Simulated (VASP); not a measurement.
The system is Au.

```xyz
2
Lattice="0.0000 2.8206 2.8206 2.8206 0.0000 2.8206 2.8206 2.8206 0.0000" Properties=species:S:1:pos:R:3 pbc="T T T"
Au   -0.7052   -0.7052   -0.7052
Au    0.7052    0.7052    0.7052
```

```yaml
Program: VASP 6.6.1
Task: relaxation of cell and atoms
Functional: PBE
Potentials_or_basis: VASP PAW PBE potentials, release 64 (Au)
Cutoff: 600 eV
k_mesh: 12 × 12 × 12
Occupations: fermi-dirac, width 0.05 eV
Spin: no spin polarisation
```

At the start: pressure 29.8 GPa; volume 22.44 Å³/atom.

**Question.** Where does the relaxation end?

**Answer.** Over 21 steps the energy falls by 470.9 meV/atom and the volume is 29.22 Å³/atom (+30.2 %); space group Fd-3m (No. 227, to 0.05 Å).

Step by step:
| step | energy change (eV) | largest force (eV/Å) | pressure (GPa) | volume (Å³) |
| --- | --- | --- | --- | --- |
| 1 | 0.0000 | 0.0000 | 29.78 | 44.88 |
| 2 | -0.3947 | 0.0000 | -6.50 | 77.79 |
| 3 | -0.9411 | 0.0000 | -0.45 | 58.96 |
| 4 | -0.9417 | 0.0000 | -0.18 | 58.66 |
| 5 | -0.9418 | 0.0000 | 0.09 | 58.36 |
| 6 | -0.9418 | 0.0000 | 0.09 | 58.36 |
| 7 | -0.9418 | 0.0000 | 0.09 | 58.36 |
| 8 | -0.9418 | 0.0000 | 0.09 | 58.36 |
| 9 | -0.9418 | 0.0000 | 0.09 | 58.36 |
| 10 | -0.9418 | 0.0000 | 0.09 | 58.36 |
| 11 | -0.9418 | 0.0000 | 0.09 | 58.36 |
| 12 | -0.9418 | 0.0000 | 0.09 | 58.36 |
| 13 | -0.9418 | 0.0000 | 0.09 | 58.36 |
| 14 | -0.9418 | 0.0000 | 0.09 | 58.36 |
| 15 | -0.9418 | 0.0000 | 0.09 | 58.36 |
| 16 | -0.9418 | 0.0000 | 0.08 | 58.36 |
| 17 | -0.9418 | 0.0000 | 0.08 | 58.36 |
| 18 | -0.9418 | 0.0000 | 0.08 | 58.37 |
| 19 | -0.9418 | 0.0000 | 0.07 | 58.38 |
| 20 | -0.9419 | 0.0000 | 0.05 | 58.40 |
| 21 | -0.9419 | 0.0000 | 0.01 | 58.44 |

Final structure:
```xyz
2
Lattice="0.0000 3.0801 3.0801 3.0801 0.0000 3.0801 3.0801 3.0801 0.0000" Properties=species:S:1:pos:R:3 pbc="T T T"
Au    5.3903    5.3903    5.3903
Au    0.7700    0.7700    0.7700
```

Caveat: the volume moved by over 15 % at a fixed basis, so the end points are rough.
